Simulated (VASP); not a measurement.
# InSe in VASP: further runs

InSe is run at these levels: PBE; tasks: single point.

All numbers are computed with VASP 6.6.1; they aren't measurements. Logs are shortened: lines on timing, memory, paths and dates and some standing lists are left out, and cuts for length are marked.

### Step 1. The cell of the first run

The cell holds a slab with vacuum, 8 atoms: a = 4.087 Å, b = 4.087 Å, c = 29.686 Å, α = 90.00°, β = 90.00°, γ = 120.00°.

### Step 2. Single point, PBE

Contents of INCAR:

```
PREC     = Accurate       # precision mode
ENCUT    = 520            # plane-wave cutoff, eV
EDIFF    = 1E-7           # SCF threshold, eV
ISMEAR   = 0              # smearing method
SIGMA    = 0.05           # smearing width, eV
LREAL    = False          # projectors in reciprocal space
LASPH    = True           # aspherical terms in the spheres
NELM     = 80             # most SCF steps
ALGO     = Normal         # electronic algorithm
ISIF     = 2              # what is computed and relaxed
LWAVE    = False          # write WAVECAR
LCHARG   = False          # write CHGCAR
LDIPOL   = True         
IDIPOL   = 3            
DIPOL    = 0.5 0.5 0.500
GGA      = PE             # functional
NBANDS   = 48             # bands
```

Contents of KPOINTS:

```
regular mesh
0
Gamma
  9 9 1
```

Contents of POSCAR:

```
InSe
1.0
    4.0873395114      0.0000000000      0.0000000000
   -2.0436697557      3.5397398508      0.0000000000
    0.0000000000      0.0000000000     29.6859927383
Se In
4 4
Direct
    0.0000000000      0.0000000000      0.2526444059
    0.0000000000      0.0000000000      0.4336024520
    0.6666666667      0.3333333333      0.5663975480
    0.6666666667      0.3333333333      0.7473555941
    0.6666666667      0.3333333333      0.2955318374
    0.6666666667      0.3333333333      0.3907189941
    0.3333333333      0.6666666667      0.6092849795
    0.3333333333      0.6666666667      0.7044721362
```

Potentials or basis: VASP PAW PBE potentials, release 64 (Se, In_d).

Started as:

```
> cat potpaw_PBE.64/Se/POTCAR potpaw_PBE.64/In_d/POTCAR > POTCAR
> mpirun -np 1 vasp_std > vasp.out
```

OUTCAR:

```text
PREC = Accurate
   ENCUT = 520
   EDIFF = 1E-7
   ISMEAR = 0
   LREAL = False
   LASPH = True
   NELM = 80
   ISIF = 2
   GGA = PE

 ion  position               nearest neighbor table
   1  0.000  0.000  0.253-   5 2.68   5 2.68   5 2.68
   2  0.000  0.000  0.434-   6 2.68   6 2.68   6 2.68
   3  0.667  0.333  0.566-   7 2.68   7 2.68   7 2.68
   4  0.667  0.333  0.747-   8 2.68   8 2.68   8 2.68
   5  0.667  0.333  0.296-   1 2.68   1 2.68   1 2.68   6 2.83
   6  0.667  0.333  0.391-   2 2.68   2 2.68   2 2.68   5 2.83
   7  0.333  0.667  0.609-   3 2.68   3 2.68   3 2.68   8 2.83
   8  0.333  0.667  0.704-   4 2.68   4 2.68   4 2.68   7 2.83

  LATTYP: Found a hexagonal cell.
 ALAT       =     4.0873395114
 C/A-ratio  =     7.2629133586

  Lattice vectors:

 A1 = (   4.0873395114,   0.0000000000,   0.0000000000)
 A2 = (  -2.0436697557,   3.5397398508,   0.0000000000)
 A3 = (   0.0000000000,   0.0000000000,  29.6859927383)

Analysis of symmetry for initial positions (statically):
=====================================================================
 Subroutine PRICEL returns:
 Original cell was already a primitive cell.

 Routine SETGRP: Setting up the symmetry group for a
 hexagonal supercell.

 Subroutine GETGRP returns: Found  6 space group operations
 (whereof  6 operations were pure point group operations)
 out of a pool of 24 trial point group operations.

The static configuration has the point symmetry C_3v.

Analysis of symmetry for dynamics (positions and initial velocities):
=====================================================================
 Subroutine PRICEL returns:
 Original cell was already a primitive cell.

 Routine SETGRP: Setting up the symmetry group for a
 hexagonal supercell.

 Subroutine GETGRP returns: Found  6 space group operations
 (whereof  6 operations were pure point group operations)
 out of a pool of 24 trial point group operations.

The dynamic configuration has the point symmetry C_3v.

 Subroutine INISYM returns: Found  6 space group operations
 (whereof  6 operations are pure point group operations),
 and found     1 'primitive' translations

----------------------------------------------------------------------------------------

                                     Primitive cell

  volume of cell :     429.5005

  direct lattice vectors                    reciprocal lattice vectors
     4.087339511  0.000000000  0.000000000     0.244657924  0.141253318  0.000000000
    -2.043669756  3.539739851  0.000000000     0.000000000  0.282506637  0.000000000
     0.000000000  0.000000000 29.685992738     0.000000000  0.000000000  0.033685921

  length of vectors
     4.087339511  4.087339511 29.685992738     0.282506637  0.282506637  0.033685921

  position of ions in fractional coordinates (direct lattice)
     0.000000000  0.000000000  0.252644406
     0.000000000  0.000000000  0.433602452
     0.666666667  0.333333333  0.566397548
     0.666666667  0.333333333  0.747355594
     0.666666667  0.333333333  0.295531837
     0.666666667  0.333333333  0.390718994
     0.333333333  0.666666667  0.609284980
     0.333333333  0.666666667  0.704472136

  ion indices of the primitive-cell ions
   primitive index   ion index
                 1           1
                 2           2
                 3           3
                 4           4
                 5           5
                 6           6
                 7           7
                 8           8

----------------------------------------------------------------------------------------

 KPOINTS: regular mesh

Automatic generation of k-mesh.
 Grid dimensions read from file:
 generate k-points for:    9    9    1

 Generating k-lattice:

  Cartesian coordinates                     Fractional coordinates (reciprocal lattice)
     0.027184214  0.015694813  0.000000000     0.111111111  0.000000000  0.000000000
     0.000000000  0.031389626  0.000000000     0.000000000  0.111111111  0.000000000
     0.000000000  0.000000000  0.033685921     0.000000000  0.000000000  1.000000000

  Length of vectors
     0.031389626  0.031389626  0.033685921

  Shift w.r.t. Gamma in fractional coordinates (k-lattice)
     0.000000000  0.000000000  0.000000000

 Subroutine IBZKPT returns following result:
 ===========================================

 Found     12 irreducible k-points:

 Following reciprocal coordinates:
            Coordinates               Weight
  0.000000  0.000000  0.000000      1.000000
  0.111111  0.000000  0.000000      6.000000
  0.222222 -0.000000  0.000000      6.000000
  0.333333  0.000000  0.000000      6.000000
  0.444444 -0.000000  0.000000      6.000000
  0.111111  0.111111  0.000000      6.000000
  0.222222  0.111111  0.000000     12.000000
  0.333333  0.111111  0.000000     12.000000
  0.444444  0.111111  0.000000      6.000000
  0.222222  0.222222  0.000000      6.000000
  0.333333  0.222222  0.000000     12.000000
  0.333333  0.333333  0.000000      2.000000
   k-points           NKPTS =     12   k-points in BZ     NKDIM =     12   number of bands    NBANDS=     48
   number of dos      NEDOS =    301   number of ions     NIONS =      8
   total plane-waves  NPLWV = 201600
   dimension x,y,z NGX =    30 NGY =   30 NGZ =  224
   dimension x,y,z NGXF=    60 NGYF=   60 NGZF=  448
   ions per type =               4   4
   NGX,Y,Z   is equivalent  to a cutoff of  12.20, 12.20, 12.54 a.u.
   NGXF,Y,Z  is equivalent  to a cutoff of  24.40, 24.40, 25.09 a.u.
 SYSTEM =  unknown system
   PREC   = accura    normal or accurate (medium, high low for compatibility)
   ISTART =      0    job   : 0-new  1-cont  2-samecut
   ICHARG =      2    charge: 1-file 2-atom 10-const
   ISPIN  =      1    spin polarized calculation?
   LNONCOLLINEAR =      F non collinear calculations
   LSORBIT =      F    spin-orbit coupling
   LASPH  =      T    aspherical Exc in radial PAW
   ENCUT  =  520.0 eV  38.22 Ry    6.18 a.u.   7.60  7.60 55.20*2*pi/ulx,y,z
   NELM   =     80;   NELMIN=  2; NELMDL= -5     # of ELM steps
   EDIFF  = 0.1E-06   stopping-criterion for ELM
   LREAL  =      F    real-space projection
   EDIFFG = 0.1E-05   stopping-criterion for IOM
   NSW    =      0    number of steps for IOM
   IBRION =     -1    ionic relax: 0-MD 1-quasi-New 2-CG
   NFREE  =      0    steps in history (QN), initial steepest desc. (CG)
   ISIF   =      2    stress and relaxation
   ISYM   =      2    0-nonsym 1-usesym 2-fastsym
   POTIM  = 0.5000    time-step for ionic-motion
   TEBEG  =    0.0;   TEEND  =   0.0 temperature during run
   PSTRESS=    0.0 pullay stress
   NELECT =      76.0000    total number of electrons
   NUPDOWN=      -1.0000    fix difference up-down
   EMIN   =  10.00;   EMAX   =-10.00  energy-range for DOS
   EFERMI =   0.00;   METHOD = LEGACY
   ISMEAR =     0;   SIGMA  =   0.05  broadening in eV -4-tet -1-fermi 0-gaus
   EFERMI_NEDOS =   21; number of points for ismear=-14 and -15
   IALGO  =     38    algorithm
   IMIX   =      4    mixing-type and parameters
     AMIX     =   0.40;   BMIX     =  1.00
     AMIX_MAG =   1.60;   BMIX_MAG =  1.00
  volume/ion in A,a.u.               =      53.69       362.30
  Fermi-wavevector in a.u.,A,eV,Ry     =   0.919090  1.736829 11.493207  0.844727
  Thomas-Fermi vector in A             =   2.044245
   LORBIT       =      0    0 simple, 1 ext, 2 COOP (PROOUT), +10 PAW based schemes
   GGA     = PE    functional components
   LHFCALC =     F    Hartree Fock is set to
   AEXX    =    0.0000 exact exchange contribution
   IVDW    =     0    specifies the selected vdW correction
   LEPSILON=     F    determine dielectric tensor
   LRPA    =     F    only Hartree local field effects (RPA)
 non-spin polarized calculation
 Gauss-broadening in eV      SIGMA  =   0.05
  energy-cutoff  :      520.00
  volume of cell :      429.50
 maximum number of plane-waves:     11613
   NGX = 15   NGY = 15   NGZ =111

 number of electron      76.0000032 magnetization

 dipolmoment           0.000000      0.000000     -0.000318 electrons x Angstroem

 Free energy of the ion-electron system (eV)
  ---------------------------------------------------
  ext. energy  EPLUGINS =         0.00000000
  ---------------------------------------------------
  free energy    TOTEN  =       -28.44279234 eV

  energy without entropy =      -28.44279234  energy(sigma->0) =      -28.44279234

 E-fermi :  -0.4609     XC(G=0):  -5.3635

 val. band max:       -0.6948390348   @ k =   0.1111   0.0000   0.0000
 cond. band min:       0.4058110156   @ k =   0.0000   0.0000   0.0000
 fundamental gap:      1.1006500504
 Fermi energy:        -0.4608612124

 k-point     1 :       0.0000    0.0000    0.0000
  band No.  band energies     occupation
      1     -14.8967      2.00000
      2     -14.8931      2.00000
      3     -14.7265      2.00000
      4     -14.7265      2.00000
      5     -14.7230      2.00000
      6     -14.7230      2.00000
[... 40 lines left out ...]
     47       4.6514      0.00000
     48       4.7740      0.00000

 k-point     2 :       0.1111    0.0000    0.0000
  band No.  band energies     occupation
      1     -14.8963      2.00000
      2     -14.8927      2.00000
      3     -14.7602      2.00000
      4     -14.7566      2.00000
      5     -14.7248      2.00000
      6     -14.7213      2.00000
[... 40 lines left out ...]
     47       4.6397      0.00000
     48       4.6976      0.00000

 k-point     3 :       0.2222   -0.0000    0.0000
  band No.  band energies     occupation
      1     -14.9069      2.00000
      2     -14.9033      2.00000
      3     -14.8203      2.00000
      4     -14.8167      2.00000
      5     -14.7734      2.00000
      6     -14.7698      2.00000
[... 448 lines left out ...]
     47       4.7216      0.00000
     48       4.7348      0.00000

 k-point    12 :       0.3333    0.3333    0.0000
  band No.  band energies     occupation
      1     -14.9918      2.00000
      2     -14.9883      2.00000
      3     -14.9051      2.00000
      4     -14.9015      2.00000
      5     -14.8415      2.00000
      6     -14.8379      2.00000
[... 40 lines left out ...]
     47       5.2839      0.00000
     48       5.2869      0.00000

------------------------ aborting loop because EDIFF is reached ----------------------------------------

 vacuum level on the upper side and lower side of the slab       (xc-potential included)        -0.080        -0.076

  FORCE on cell =-STRESS in cart. coord.  units (eV):
  Direction    XX          YY          ZZ          XY          YZ          ZX
  --------------------------------------------------------------------------------------
  -------------------------------------------------------------------------------------
  Total       -0.0078372     -0.0078372      0.0258600     -0.0000000      0.0000000      0.0000000
  in kB       -0.0292355     -0.0292355      0.0964663     -0.0000000      0.0000000      0.0000000
  external PRESSURE =       0.0126651 kB  Pullay stress =       0.0000000 kB

 VOLUME and BASIS-vectors are now :
 -----------------------------------------------------------------------------
  energy-cutoff  :      520.00
  volume of cell :      429.50
      direct lattice vectors                 reciprocal lattice vectors
     4.087339511  0.000000000  0.000000000     0.244657924  0.141253318  0.000000000
    -2.043669756  3.539739851  0.000000000     0.000000000  0.282506637  0.000000000
     0.000000000  0.000000000 29.685992738     0.000000000  0.000000000  0.033685921

 POSITION                                       TOTAL-FORCE (eV/Angst)
 -----------------------------------------------------------------------------------
      0.00000      0.00000      7.50000         0.000000     -0.000000     -0.012295
      0.00000      0.00000     12.87192        -0.000000     -0.000000      0.014420
      2.04367      1.17991     16.81407        -0.000000     -0.000000     -0.014062
      2.04367      1.17991     22.18599        -0.000000     -0.000000      0.013252
      2.04367      1.17991      8.77316         0.000000     -0.000000      0.012705
      2.04367      1.17991     11.59888         0.000000     -0.000000     -0.015879
     -0.00000      2.35983     18.08723        -0.000000     -0.000000      0.015388
     -0.00000      2.35983     20.91295        -0.000000      0.000000     -0.013529
 -----------------------------------------------------------------------------------
    total drift:                               -0.000001      0.000000     -0.000087

  FREE ENERGIE OF THE ION-ELECTRON SYSTEM (eV)
  ---------------------------------------------------
  free  energy   TOTEN  =       -28.4427923384 eV

  energy  without entropy=      -28.4427923384  energy(sigma->0) =      -28.44279234

 vacuum level on the upper side and lower side of the slab         5.029         5.033
```

Wall time 12 min (1 thread of Intel Xeon Platinum 8259CL at 2.50GHz (Skylake/Cascade Lake), shared host); peak memory 0.54 GiB.

Results:

| Item | Value |
| --- | --- |
| Free energy | -28.4428 eV |
| Largest force | 0.016 eV/Å |
| Band gap on the k mesh | 1.10 eV (least direct gap 1.14 eV) |

Forces in eV/Å, atoms in the order of the input:
```
Se   0.000  0.000 -0.012
Se   0.000  0.000  0.014
Se   0.000  0.000 -0.014
Se   0.000  0.000  0.013
In   0.000  0.000  0.013
In   0.000  0.000 -0.016
In   0.000  0.000  0.015
In   0.000  0.000 -0.014
```

Levels at points of the mesh, in eV from the valence-band top:
```tsv
k point	band 35	band 36	band 37	band 38	band 39	band 40	band 41	band 42
(0.00, 0.00, 0.00)	-0.67	-0.67	-0.41	-0.04	1.10	1.44	2.44	2.47
```

Caveat: spin-orbit coupling is left out, which moves the levels of the heavy elements.

### Step 3. Single point, PBE

Contents of INCAR:

```
SYSTEM = InSe
PREC = Accurate
ENCUT = 520
EDIFF = 1E-6
ISMEAR = 0
SIGMA = 0.05
LREAL = .FALSE.
LASPH = .TRUE.
NELM = 80
ALGO = Normal
ISIF = 2
LWAVE = .FALSE.
LCHARG = .FALSE.
LDIPOL = .TRUE.
IDIPOL = 3
DIPOL = 0.5 0.5 0.500
GGA = PE
NBANDS = 48
```

Contents of KPOINTS:

```
regular mesh
0
G
  9 9 1
  0 0 0
```

POSCAR is that of step 2.

Potentials or basis: VASP PAW PBE potentials, release 64 (Se, In_d).

Started as:

```
> cat potpaw_PBE.64/Se/POTCAR potpaw_PBE.64/In_d/POTCAR > POTCAR
> mpirun -np 1 vasp_std > vasp.out
```

OUTCAR:

```text
SYSTEM = InSe
   PREC = Accurate
   ENCUT = 520
   EDIFF = 1E-6
   ISMEAR = 0
   LREAL = .FALSE.
   LASPH = .TRUE.
   NELM = 80
   ISIF = 2
   GGA = PE

 ion  position               nearest neighbor table
   1  0.000  0.000  0.253-   5 2.68   5 2.68   5 2.68
   2  0.000  0.000  0.434-   6 2.68   6 2.68   6 2.68
   3  0.667  0.333  0.566-   7 2.68   7 2.68   7 2.68
   4  0.667  0.333  0.747-   8 2.68   8 2.68   8 2.68
   5  0.667  0.333  0.296-   1 2.68   1 2.68   1 2.68   6 2.83
[... 816 lines left out ...]
  Total       -0.0081713     -0.0081713      0.0255471      0.0000000      0.0000000      0.0000000
  in kB       -0.0304815     -0.0304815      0.0952989      0.0000000      0.0000000      0.0000000
  external PRESSURE =       0.0114453 kB  Pullay stress =       0.0000000 kB

 VOLUME and BASIS-vectors are now :
 -----------------------------------------------------------------------------
  energy-cutoff  :      520.00
  volume of cell :      429.50
      direct lattice vectors                 reciprocal lattice vectors
     4.087339511  0.000000000  0.000000000     0.244657924  0.141253318  0.000000000
    -2.043669756  3.539739851  0.000000000     0.000000000  0.282506637  0.000000000
     0.000000000  0.000000000 29.685992738     0.000000000  0.000000000  0.033685921

 POSITION                                       TOTAL-FORCE (eV/Angst)
 -----------------------------------------------------------------------------------
      0.00000      0.00000      7.50000        -0.000000     -0.000000     -0.012298
      0.00000      0.00000     12.87192        -0.000000     -0.000000      0.014422
      2.04367      1.17991     16.81407         0.000000     -0.000000     -0.014062
      2.04367      1.17991     22.18599        -0.000000     -0.000000      0.013254
      2.04367      1.17991      8.77316         0.000000      0.000000      0.012637
      2.04367      1.17991     11.59888         0.000000     -0.000000     -0.015841
     -0.00000      2.35983     18.08723        -0.000000      0.000000      0.015351
     -0.00000      2.35983     20.91295        -0.000000      0.000000     -0.013463
 -----------------------------------------------------------------------------------
    total drift:                               -0.000001      0.000000     -0.000080

  FREE ENERGIE OF THE ION-ELECTRON SYSTEM (eV)
  ---------------------------------------------------
  free  energy   TOTEN  =       -28.4427919493 eV

  energy  without entropy=      -28.4427919493  energy(sigma->0) =      -28.44279195

 vacuum level on the upper side and lower side of the slab         4.980         4.984
```

Run time: 9.7 min. Hardware: 1 thread of Intel Xeon Platinum 8259CL at 2.50GHz (Skylake/Cascade Lake), shared host; peak memory 0.54 GiB.

Results:

* Free energy: -28.4428 eV
* Largest force: 0.016 eV/Å
* Band gap on the k mesh: 1.10 eV (least direct gap 1.14 eV)

Forces in eV/Å, atoms in the order of the input:
```
Se   0.000  0.000 -0.012
Se   0.000  0.000  0.014
Se   0.000  0.000 -0.014
Se   0.000  0.000  0.013
In   0.000  0.000  0.013
In   0.000  0.000 -0.016
In   0.000  0.000  0.015
In   0.000  0.000 -0.013
```

Caveat: spin-orbit coupling is left out, which moves the levels of the heavy elements.
